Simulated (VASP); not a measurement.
# Ru (P6_3/mmc) in VASP: further runs, part 2 of 2

VASP 6.6.1. The steps go on from the part before.

## (3) Single point, PBEsol (strain +0.030 along x and y, +0.015 along z)

Contents of INCAR:

```
SYSTEM = Ru
PREC = Accurate
ENCUT = 520
EDIFF = 1E-7
ISMEAR = 0
SIGMA = 0.15
LREAL = .False.
LASPH = .True.
NELM = 60
ALGO = Fast
ISIF = 2
LWAVE = .False.
LCHARG = .False.
GGA = PS
NBANDS = 21
```

Contents of KPOINTS:

```
regular mesh
0
Gamma
  24 24 12
  0 0 0
```

Contents of POSCAR:

```
Ru
1.0
    2.7869733142      0.0000000000      0.0000000000
   -1.3934866571      2.4135896898      0.0000000000
    0.0000000000      0.0000000000      4.3461285000
Ru
2
Direct
    0.3333333333      0.6666666667      0.2500000000
    0.6666666667      0.3333333333      0.7500000000
```

Potentials or basis: VASP PAW PBE potentials, release 64 (Ru_pv).

The run is started by

```
cat potpaw_PBE.64/Ru_pv/POTCAR > POTCAR
mpirun -np 1 vasp_std > vasp.out
```

OUTCAR:

```text
SYSTEM = Ru
   PREC = Accurate
   ENCUT = 520
   EDIFF = 1E-7
   ISMEAR = 0
   LREAL = .False.
   LASPH = .True.
   NELM = 60
   ISIF = 2
   GGA = PS

 ion  position               nearest neighbor table
   1  0.333  0.667  0.250-   2 2.70   2 2.70   2 2.70   2 2.70   2 2.70   2 2.70
   2  0.667  0.333  0.750-   1 2.70   1 2.70   1 2.70   1 2.70   1 2.70   1 2.70

  LATTYP: Found a hexagonal cell.
 ALAT       =     2.7869733142
 C/A-ratio  =     1.5594438877

  Lattice vectors:

 A1 = (   2.7869733142,   0.0000000000,   0.0000000000)
 A2 = (  -1.3934866571,   2.4135896898,   0.0000000000)
 A3 = (   0.0000000000,   0.0000000000,   4.3461285000)

Analysis of symmetry for initial positions (statically):
=====================================================================
 Subroutine PRICEL returns:
 Original cell was already a primitive cell.

 Routine SETGRP: Setting up the symmetry group for a
 hexagonal supercell.

 Subroutine GETGRP returns: Found 24 space group operations
 (whereof 12 operations were pure point group operations)
 out of a pool of 24 trial point group operations.

The static configuration has the point symmetry D_3d.
 The point group associated with its full space group is D_6h.

Analysis of symmetry for dynamics (positions and initial velocities):
=====================================================================
 Subroutine PRICEL returns:
 Original cell was already a primitive cell.

 Routine SETGRP: Setting up the symmetry group for a
 hexagonal supercell.

 Subroutine GETGRP returns: Found 24 space group operations
 (whereof 12 operations were pure point group operations)
 out of a pool of 24 trial point group operations.

The dynamic configuration has the point symmetry D_3d.
 The point group associated with its full space group is D_6h.

 Subroutine INISYM returns: Found 24 space group operations
 (whereof 12 operations are pure point group operations),
 and found     1 'primitive' translations

----------------------------------------------------------------------------------------

                                     Primitive cell

  volume of cell :      29.2347

  direct lattice vectors                    reciprocal lattice vectors
     2.786973314  0.000000000  0.000000000     0.358812191  0.207160315  0.000000000
    -1.393486657  2.413589690  0.000000000     0.000000000  0.414320630  0.000000000
     0.000000000  0.000000000  4.346128500     0.000000000  0.000000000  0.230089837

  length of vectors
     2.786973314  2.786973314  4.346128500     0.414320630  0.414320630  0.230089837

  position of ions in fractional coordinates (direct lattice)
     0.333333333  0.666666667  0.250000000
     0.666666667  0.333333333  0.750000000

  ion indices of the primitive-cell ions
   primitive index   ion index
                 1           1
                 2           2

----------------------------------------------------------------------------------------

 KPOINTS: regular mesh

Automatic generation of k-mesh.
 Grid dimensions read from file:
 generate k-points for:   24   24   12

 Generating k-lattice:

  Cartesian coordinates                     Fractional coordinates (reciprocal lattice)
     0.014950508  0.008631680  0.000000000     0.041666667  0.000000000  0.000000000
     0.000000000  0.017263360  0.000000000     0.000000000  0.041666667  0.000000000
     0.000000000  0.000000000  0.019174153     0.000000000  0.000000000  0.083333333

  Length of vectors
     0.017263360  0.017263360  0.019174153

  Shift w.r.t. Gamma in fractional coordinates (k-lattice)
     0.000000000  0.000000000  0.000000000

 Subroutine IBZKPT returns following result:
 ===========================================

 Found    427 irreducible k-points:

 Following reciprocal coordinates:
            Coordinates               Weight
  0.000000  0.000000  0.000000      1.000000
  0.041667  0.000000  0.000000      6.000000
  0.083333  0.000000  0.000000      6.000000
  0.125000  0.000000  0.000000      6.000000
  0.166667  0.000000  0.000000      6.000000
  0.208333  0.000000  0.000000      6.000000
[... 16 lines left out ...]
  0.416667  0.041667  0.000000     12.000000
  0.458333  0.041667  0.000000     12.000000
 [... further k-points ...]
   k-points           NKPTS =    427   k-points in BZ     NKDIM =    427   number of bands    NBANDS=     21
   number of dos      NEDOS =    301   number of ions     NIONS =      2
   total plane-waves  NPLWV =  18432
   dimension x,y,z NGX =    24 NGY =   24 NGZ =   32
   dimension x,y,z NGXF=    48 NGYF=   48 NGZF=   64
   ions per type =               2
   NGX,Y,Z   is equivalent  to a cutoff of  14.32, 14.32, 12.24 a.u.
   NGXF,Y,Z  is equivalent  to a cutoff of  28.63, 28.63, 24.48 a.u.
 SYSTEM =  Ru
   PREC   = accura    normal or accurate (medium, high low for compatibility)
   ISTART =      0    job   : 0-new  1-cont  2-samecut
   ICHARG =      2    charge: 1-file 2-atom 10-const
   ISPIN  =      1    spin polarized calculation?
   LNONCOLLINEAR =      F non collinear calculations
   LSORBIT =      F    spin-orbit coupling
   LASPH  =      T    aspherical Exc in radial PAW
   ENCUT  =  520.0 eV  38.22 Ry    6.18 a.u.   5.18  5.18  8.08*2*pi/ulx,y,z
   NELM   =     60;   NELMIN=  2; NELMDL= -5     # of ELM steps
   EDIFF  = 0.1E-06   stopping-criterion for ELM
   LREAL  =      F    real-space projection
   EDIFFG = 0.1E-05   stopping-criterion for IOM
   NSW    =      0    number of steps for IOM
   IBRION =     -1    ionic relax: 0-MD 1-quasi-New 2-CG
   NFREE  =      0    steps in history (QN), initial steepest desc. (CG)
   ISIF   =      2    stress and relaxation
   ISYM   =      2    0-nonsym 1-usesym 2-fastsym
   POTIM  = 0.5000    time-step for ionic-motion
   TEBEG  =    0.0;   TEEND  =   0.0 temperature during run
   PSTRESS=    0.0 pullay stress
   NELECT =      28.0000    total number of electrons
   NUPDOWN=      -1.0000    fix difference up-down
   EMIN   =  10.00;   EMAX   =-10.00  energy-range for DOS
   EFERMI =   0.00;   METHOD = LEGACY
   ISMEAR =     0;   SIGMA  =   0.15  broadening in eV -4-tet -1-fermi 0-gaus
   EFERMI_NEDOS =   21; number of points for ismear=-14 and -15
   IALGO  =     68    algorithm
   IMIX   =      4    mixing-type and parameters
     AMIX     =   0.40;   BMIX     =  1.00
     AMIX_MAG =   1.60;   BMIX_MAG =  1.00
  volume/ion in A,a.u.               =      14.62        98.64
  Fermi-wavevector in a.u.,A,eV,Ry     =   1.613719  3.049487 35.430780  2.604089
  Thomas-Fermi vector in A             =   2.708743
   LORBIT       =      0    0 simple, 1 ext, 2 COOP (PROOUT), +10 PAW based schemes
   GGA     = PS    functional components
   LHFCALC =     F    Hartree Fock is set to
   AEXX    =    0.0000 exact exchange contribution
   IVDW    =     0    specifies the selected vdW correction
   LEPSILON=     F    determine dielectric tensor
   LRPA    =     F    only Hartree local field effects (RPA)
 non-spin polarized calculation
 RMM-DIIS sequential band-by-band and
 Gauss-broadening in eV      SIGMA  =   0.15
  energy-cutoff  :      520.00
  volume of cell :       29.23
 maximum number of plane-waves:       802
 NGX is ok and might be reduce to    24
   NGX = 11   NGY = 11   NGZ = 17

 number of electron      28.0000008 magnetization

 Free energy of the ion-electron system (eV)
  ---------------------------------------------------
  ext. energy  EPLUGINS =         0.00000000
  ---------------------------------------------------
  free energy    TOTEN  =       -20.12255323 eV

  energy without entropy =      -20.10117548  energy(sigma->0) =      -20.11186435

 E-fermi :  11.4052     XC(G=0): -13.8274

 val. band max:       11.4035167123   @ k =   0.2917   0.0000   0.0833
 cond. band min:      11.4061441675   @ k =   0.2917   0.1667   0.2500
 fundamental gap:      0.0026274552
 Fermi energy:        11.4052099651

 k-point     1 :       0.0000    0.0000    0.0000
  band No.  band energies     occupation
      1     -31.9663      2.00000
      2     -31.2303      2.00000
      3     -31.2303      2.00000
      4     -31.0838      2.00000
      5     -31.0838      2.00000
      6     -31.0379      2.00000
[... 13 lines left out ...]
     20      21.7654      0.00000
     21      21.7789      0.00000

 k-point     2 :       0.0417    0.0000    0.0000
  band No.  band energies     occupation
      1     -31.9616      2.00000
      2     -31.2397      2.00000
      3     -31.2337      2.00000
      4     -31.0937      2.00000
      5     -31.0850      2.00000
      6     -31.0403      2.00000
[... 520 lines left out ...]
 k-point    24 :       0.4583    0.0417    0.0000
  band No.  band energies     occupation
      1     -31.7789      2.00000
      2     -31.6224      2.00000
      3     -31.5841      2.00000
      4     -31.4120      2.00000
      5     -31.2817      2.00000
      6     -31.1756      2.00000
[... 13 lines left out ...]
     20      22.7271      0.00000
     21      23.5037      0.00000

 [... further k-points ...]
[... 5 lines left out ...]
  --------------------------------------------------------------------------------------
  -------------------------------------------------------------------------------------
  Total       -4.8382771     -4.8382771     -4.3899068      0.0000000      0.0000000      0.0000000
  in kB     -265.1566400   -265.1566400   -240.5841827      0.0000000      0.0000000      0.0000000
  external PRESSURE =    -256.9658209 kB  Pullay stress =       0.0000000 kB

 VOLUME and BASIS-vectors are now :
 -----------------------------------------------------------------------------
  energy-cutoff  :      520.00
  volume of cell :       29.23
      direct lattice vectors                 reciprocal lattice vectors
     2.786973314  0.000000000  0.000000000     0.358812191  0.207160315  0.000000000
    -1.393486657  2.413589690  0.000000000     0.000000000  0.414320630  0.000000000
     0.000000000  0.000000000  4.346128500     0.000000000  0.000000000  0.230089837

 POSITION                                       TOTAL-FORCE (eV/Angst)
 -----------------------------------------------------------------------------------
     -0.00000      1.60906      1.08653        -0.000000     -0.000000      0.000000
      1.39349      0.80453      3.25960         0.000000      0.000000      0.000000
 -----------------------------------------------------------------------------------
    total drift:                               -0.000000      0.000000     -0.000000

  FREE ENERGIE OF THE ION-ELECTRON SYSTEM (eV)
  ---------------------------------------------------
  free  energy   TOTEN  =       -20.1225532272 eV

  energy  without entropy=      -20.1011754767  energy(sigma->0) =      -20.11186435
```

stdout:

```text
POSCAR found type information on POSCAR Ru
 POSCAR found :  1 types and       2 ions
 scaLAPACK will be used
 -----------------------------------------------------------------------------
|                                                                             |
|                                                                             |
|     You enforced a specific xc type in the INCAR file but a different       |
|     I HOPE YOU KNOW WHAT YOU ARE DOING!                                     |
|                                                                             |
 -----------------------------------------------------------------------------

 LDA part: xc-table for (Slater+PW92), standard interpolation
 POSCAR, INCAR and KPOINTS ok, starting setup
 FFT: planning ... GRIDC
 FFT: planning ... GRID_SOFT
 FFT: planning ... GRID
 WAVECAR not read
 entering main loop
WARNING in EDDRMM: call to ZHEGV failed, returncode =   8  4     20
```

Wall time 3.3 min (1 thread of Intel Xeon Platinum 8488C (Sapphire Rapids), shared host); peak memory 0.31 GiB.

What came out:

- Free energy: -20.1226 eV
- Pressure: -25.7 GPa
- Band gap on the k mesh: zero (band 14 reaches 12.76 eV, above the bottom of band 15 at 9.91 eV)

Caveat: the cell differs from its parent crystal (strain +0.030 along x and y, +0.015 along z); the PAW data sets were made with another functional, which shifts forces and pressure a little.

## (4) Single point, PBEsol (strain +0.030 along x and y, +0.030 along z)

Contents of INCAR:

```
SYSTEM = Ru
ALGO     = Fast           ! electronic algorithm
EDIFF    = 1E-6           ! SCF threshold, eV
ENCUT    = 520            ! plane-wave cutoff, eV
GGA      = PS             ! functional
ISIF     = 2              ! what is computed and relaxed
ISMEAR   = 0              ! smearing method
LASPH    = .TRUE.         ! aspherical terms in the spheres
LCHARG   = .FALSE.        ! write CHGCAR
LREAL    = .FALSE.        ! projectors in reciprocal space
LWAVE    = .FALSE.        ! write WAVECAR
NBANDS   = 21             ! bands
NELM     = 60             ! most SCF steps
PREC     = Accurate       ! precision mode
SIGMA    = 0.15           ! smearing width, eV
```

Contents of KPOINTS:

```
k-points
0
G
  24 24 12
  0 0 0
```

Edit POSCAR of step 3 so:

```diff
@@ -4,3 +4,3 @@
    -1.3934866571      2.4135896898      0.0000000000
-    0.0000000000      0.0000000000      4.3461285000
+    0.0000000000      0.0000000000      4.4103570000
 Ru
```

The run is started by

```
cat potpaw_PBE.64/Ru_pv/POTCAR > POTCAR
mpirun -np 1 vasp_std > vasp.out
```

Run time: 3.1 min. Hardware: 1 thread of Intel Xeon Platinum 8488C (Sapphire Rapids), shared host; peak memory 0.32 GiB.

The run converged. Its results:

| Item | Value |
| --- | --- |
| Free energy | -20.0488 eV |
| Pressure | -28.9 GPa |
| Band gap on the k mesh | zero (band 14 reaches 12.53 eV, above the bottom of band 15 at 9.77 eV) |

Stress tensor (GPa, compression positive):
```
-27.95   0.00   0.00
  0.00 -27.95   0.00
  0.00   0.00 -30.76
```

Levels at points of the mesh, in eV from the Fermi level:
| k point | band 10 | band 11 | band 12 | band 13 | band 14 | band 15 | band 16 | band 17 | band 18 | band 19 |
| --- | --- | --- | --- | --- | --- | --- | --- | --- | --- | --- |
| (0.00, 0.00, 0.00) | -2.28 | -2.14 | -1.69 | -1.69 | -1.23 | -1.23 | 1.03 | 1.03 | 1.16 | 9.22 |
| (0.50, 0.00, 0.00) | -2.65 | -1.86 | -1.67 | -1.37 | 1.22 | 1.58 | 1.65 | 3.59 | 5.47 | 10.23 |
| (0.00, 0.00, 0.50) | -2.46 | -2.43 | -2.43 | -2.43 | -2.43 | 0.46 | 0.46 | 0.46 | 0.46 | 10.38 |
| (0.50, 0.00, 0.50) | -4.00 | -0.93 | -0.93 | 0.37 | 0.37 | 1.44 | 1.44 | 3.04 | 3.04 | 9.49 |

Caveat: the cell differs from its parent crystal (strain +0.030 along x and y, +0.030 along z); the PAW data sets were made with another functional, which shifts forces and pressure a little.

## (5) Summary

```tsv
cell	further INCAR settings	gap on the mesh (eV)	pressure (GPa)
a = 2.746, b = 2.746, c = 4.410 Å, angles 90.0, 90.0, 120.0°, 2 atoms	ALGO = Fast; EDIFF = 1e-06; NBANDS = 21	none	-22.7
a = 2.787, b = 2.787, c = 4.346 Å, angles 90.0, 90.0, 120.0°, 2 atoms	ALGO = Fast; EDIFF = 1e-07; NBANDS = 21	none	-25.7
a = 2.787, b = 2.787, c = 4.410 Å, angles 90.0, 90.0, 120.0°, 2 atoms	ALGO = Fast; EDIFF = 1e-06; NBANDS = 21	none	-28.9
```

Alike in all rows: task single point; level PBEsol; potentials or basis VASP PAW PBE potentials, release 64 (Ru_pv); no spin polarisation; k mesh 24 × 24 × 12; cutoff (eV) 520; smearing gaussian 0.15 eV.

Caveats: the PAW data sets were made with another functional, which shifts forces and pressure a little.

Absolute energies hang on the potentials; compare differences alone.
